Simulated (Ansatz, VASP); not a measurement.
## InAs in VASP and in Ansatz

```
In As
1.0
     0.00000    3.02400    2.96352
     3.02400    0.00000    2.96352
     3.02400    3.02400    0.00000
In As
1 1
Direct
  0.00000 0.00000 0.00000
  0.75000 0.75000 0.75000
```

Change from the starting cell: strain -0.0200 x Voigt [0, 0, 1, 0, 0, 0], atoms carried along.

Alike in both runs: task single point; functional PBE; k mesh 14 × 14 × 14; occupations gaussian, width 0.15 eV; no spin polarisation.

|  | VASP | Ansatz |
| --- | --- | --- |
| version | VASP 6.6.1 | Ansatz 0.2.0 |
| potentials or method | VASP PAW PBE potentials, release 64 (In_d, As), cutoff 520 eV | scalar-relativistic, plane waves, PAW |
| valence electrons in the cell | 18 | 28 |

|  | VASP | Ansatz | Ansatz less VASP |
| --- | --- | --- | --- |
| gap on the k mesh at the Fermi level (eV) | none | none | - |
| pressure (GPa) | 5.3 | 5.3 | -0.07 |
| traceless stress, the component that is largest in VASP (GPa) | 0.40 | 0.40 | 0.000 |

A gap of «none» marks a metal or a gap that the smearing closes. VASP's potentials hold 18 valence electrons a cell and Ansatz's 28, so a difference there can come from the potentials and not from the codes.
